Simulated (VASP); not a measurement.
**MgI2: single point with PBEsol**

MgI2:

```
CELL_PARAMETERS angstrom
8.28000 0.00000 0.00000
-4.14000 7.17069 0.00000
0.00000 0.00000 6.88000
ATOMIC_POSITIONS crystal
Mg 0.00000 0.00000 0.00000
Mg 0.00000 0.50000 0.00000
Mg 0.50000 0.00000 0.00000
Mg 0.50000 0.50000 0.00000
I 0.16667 0.33333 0.25000
I 0.33333 0.16667 0.75000
I 0.16667 0.83333 0.25000
I 0.33333 0.66667 0.75000
I 0.66667 0.33333 0.25000
I 0.83333 0.16667 0.75000
I 0.66667 0.83333 0.25000
I 0.83333 0.66667 0.75000
```

```yaml
Program: VASP 6.6.1
Task: single point
Functional: PBEsol
Potentials_or_basis: VASP PAW PBE potentials, release 64 (Mg, I)
Cutoff: 600 eV
k_mesh: 3 × 3 × 2
Occupations: gaussian, width 0.02 eV
Spin: no spin polarisation
Dipole_correction: no
Further_INCAR_settings: ALGO = Normal; EDIFF = 1e-06; NBANDS = 44
```

| Quantity | Value |
| --- | --- |
| Pressure | -0.8 GPa |
| Largest force | 0.300 eV/Å |
| Band gap on the k mesh | 3.42 eV |

Forces in eV/Å, atoms in the order of the input:
```
Mg   0.000  0.000  0.000
Mg   0.000  0.000  0.000
Mg   0.000  0.000  0.000
Mg   0.000  0.000  0.000
I    0.000  0.000 -0.300
I    0.000  0.000  0.300
I    0.000  0.000 -0.300
I    0.000  0.000  0.300
I    0.000  0.000 -0.300
I    0.000  0.000  0.300
I    0.000  0.000 -0.300
I    0.000  0.000  0.300
```

Stress tensor (GPa, compression positive):
```
-0.68  0.00  0.00
 0.00 -0.68  0.00
 0.00  0.00 -1.15
```

Levels at points of the mesh, in eV from the valence-band top:
| k point | band 30 | band 31 | band 32 | band 33 | band 34 | band 35 |
| --- | --- | --- | --- | --- | --- | --- |
| (0.00, 0.00, 0.00) | -0.02 | 0.00 | 0.00 | 3.51 | 3.60 | 3.60 |
| (0.00, 0.00, 0.50) | -0.25 | -0.13 | -0.13 | 3.42 | 3.42 | 3.42 |

It took 2.1 min on 1 thread of Intel(R) Xeon(R) 6975P-C (Granite Rapids) (shared host), peak memory 0.63 GiB.

Caveat: the k points lie up to 0.46 Å⁻¹ apart; the PAW data sets were made with another functional, which shifts forces and pressure a little; spin-orbit coupling is left out, which moves the levels of the heavy elements; an odd mesh through Γ misses points on the zone boundary, where band edges can lie; this functional lacks dispersion, which binds the layers, so the pressure and a relaxed spacing across them are unreliable. A hybrid or GW would open this gap; PBEsol tends to underestimate it.
